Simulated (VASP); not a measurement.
# Lu3F2: single point with PBE

Lu3F2:

```
Lu F
1.0
     3.34428    0.00000    0.00000
     0.00000    3.34428    0.00000
     0.00000    0.00000    9.07918
Lu F
3 2
Direct
  0.00000 0.50000 0.35993
  0.50000 0.00000 0.64007
  0.50000 0.50000 0.00000
  0.50000 0.00000 0.26435
  0.00000 0.50000 0.73565
```

The cell was generated, and may not be a known phase.

| Item | Value |
| --- | --- |
| Program | VASP 6.6.1 |
| Task | single point |
| Functional | PBE |
| Potentials or basis | VASP PAW PBE potentials, release 64 (Lu, F) |
| Cutoff | 520 eV |
| k mesh | 12 × 12 × 4 |
| Occupations | gaussian, width 0.1 eV |
| Spin | no spin polarisation |

The pressure is 0.1 GPa. The largest force is 0.012 eV/Å. The band gap on the k mesh is zero (an odd number of electrons rules out a gap without spin polarisation).

Forces in eV/Å, atoms in the order of the input:
```
Lu   0.000  0.000  0.001
Lu   0.000  0.000 -0.001
Lu   0.000  0.000  0.000
F    0.000  0.000 -0.012
F    0.000  0.000  0.012
```

Stress tensor (GPa, compression positive):
```
0.17 0.00 0.00
0.00 0.17 0.00
0.00 0.00 0.04
```

Levels at points of the mesh, in eV from the Fermi level:
```csv
k point,band 42,band 43,band 44,band 45,band 46,band 47,band 48,band 49
"(0.00, 0.00, 0.00)",-4.53,-2.44,-0.88,-0.83,-0.10,0.30,1.11,1.60
"(0.50, 0.00, 0.00)",-1.43,-1.05,-0.96,-0.46,0.93,1.05,1.51,1.89
"(0.50, 0.50, 0.00)",-0.96,-0.25,0.03,0.25,0.25,1.09,1.09,2.44
"(0.00, 0.00, 0.50)",-3.80,-3.52,-0.83,-0.45,-0.23,0.38,1.13,1.79
"(0.50, 0.00, 0.50)",-1.29,-1.09,-1.04,-0.46,0.95,1.05,1.80,1.92
"(0.50, 0.50, 0.50)",-0.90,-0.14,-0.11,-0.11,-0.08,1.82,1.82,1.83
```

Wall time 10 min on 1 thread of AMD EPYC 7R43 64-Core Processor (Zen 3) (shared host), peak memory 0.43 GiB.

Caveat: spin-orbit coupling is left out, which moves the levels of the heavy elements; an odd number of electrons without spin polarisation forces a metal; a magnetic or distorted state may lie lower.
